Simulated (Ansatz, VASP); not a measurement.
**ZnS: VASP beside Ansatz**

The input INCAR:

```
  ALGO = Normal
  EDIFF = 1E-6
  ENCUT = 520
  GGA = PE
  ISIF = 2
  ISMEAR = 0
  LASPH = True
  LCHARG = True
  LELF = True
  LREAL = False
  LVHAR = True
  LWAVE = False
  NBANDS = 66
  NELM = 60
  PREC = Accurate
  SIGMA = 0.05
```

Contents of KPOINTS:

```
k-points
0
Gamma
  8 8 2
```

POSCAR

```
ZnS
1.0
   -3.8462043731      0.0000000000      0.0000000000
   -1.9231021865     -3.3309106952      0.0000000000
   -5.7694988698     -3.3310217256     18.8985751533
Zn S
6 6
Direct
   -0.5137745479     -0.5137745479      0.7706488596
    0.3195754521      0.3195754521      0.2706488596
   -0.0138675703     -0.0138675703      0.6040807676
    0.8194824297      0.8194824297      0.1040807676
   -0.3472960462     -0.3472960462      0.9374981296
    0.4860539538      0.4860539538      0.4374981296
    0.1945774836      0.1945774836      0.3956426616
    0.3612274836      0.3612274836      0.8956426616
    0.1944182697      0.1944182697      0.0624796476
    0.3610682697      0.3610682697      0.5624796476
   -0.1386298954     -0.1386298954      0.7288389341
    0.6947201046      0.6947201046      0.2288389341
```

Input for Ansatz:

```yaml
crystal:
  lattice:
    - [-3.8462043731, 0.0, 0.0]
    - [-1.9231021865, -3.3309106952, 0.0]
    - [-5.7694988698, -3.3310217256, 18.8985751533]
  atoms:
    - { symbol: Zn, position: [-0.5137745479, -0.5137745479, 0.7706488596] }
    - { symbol: Zn, position: [0.3195754521, 0.3195754521, 0.2706488596] }
    - { symbol: Zn, position: [-0.0138675703, -0.0138675703, 0.6040807676] }
    - { symbol: Zn, position: [0.8194824297, 0.8194824297, 0.1040807676] }
    - { symbol: Zn, position: [-0.3472960462, -0.3472960462, 0.9374981296] }
    - { symbol: Zn, position: [0.4860539538, 0.4860539538, 0.4374981296] }
    - { symbol: S, position: [0.1945774836, 0.1945774836, 0.3956426616] }
    - { symbol: S, position: [0.3612274836, 0.3612274836, 0.8956426616] }
    - { symbol: S, position: [0.1944182697, 0.1944182697, 0.0624796476] }
    - { symbol: S, position: [0.3610682697, 0.3610682697, 0.5624796476] }
    - { symbol: S, position: [-0.1386298954, -0.1386298954, 0.7288389341] }
    - { symbol: S, position: [0.6947201046, 0.6947201046, 0.2288389341] }
basis:
  ecutwfc: 420
kpoints:
  mp_grid: { grid: [8, 8, 2] }
hamiltonian:
  xc: pbe
scf:
  occupations: { method: gaussian, width: 0.05 }
output:
  forces: true
  stress: true
  eigenvalues: true
```

Alike in both runs: task single point; functional PBE; k mesh 8 × 8 × 2; occupations gaussian, width 0.05 eV; no spin polarisation.

|  | VASP | Ansatz |
| --- | --- | --- |
| version | VASP 6.6.1 | Ansatz 0.2.0 |
| potentials or method | VASP PAW PBE potentials, release 64 (Zn, S), cutoff 520 eV | scalar-relativistic, plane waves, PAW |
| valence electrons in the cell | 108 | 108 |

VASP gave:

- gap on the k mesh at the Fermi level (eV): 1.19
- least direct gap on the mesh (eV): 1.19
- pressure (GPa): 0.0
- traceless stress, the component that is largest in VASP (GPa): 1.67
- rms of the force components (eV/Å): 0.085

Task: Estimate Ansatz's values.

Result: gap on the k mesh at the Fermi level (eV): 1.19; least direct gap on the mesh (eV): 1.19; pressure (GPa): -0.1; traceless stress, the component that is largest in VASP (GPa): 1.68; rms of the force components (eV/Å): 0.085.

Atom by atom the forces differ by 0.003 eV/Å (rms over components).
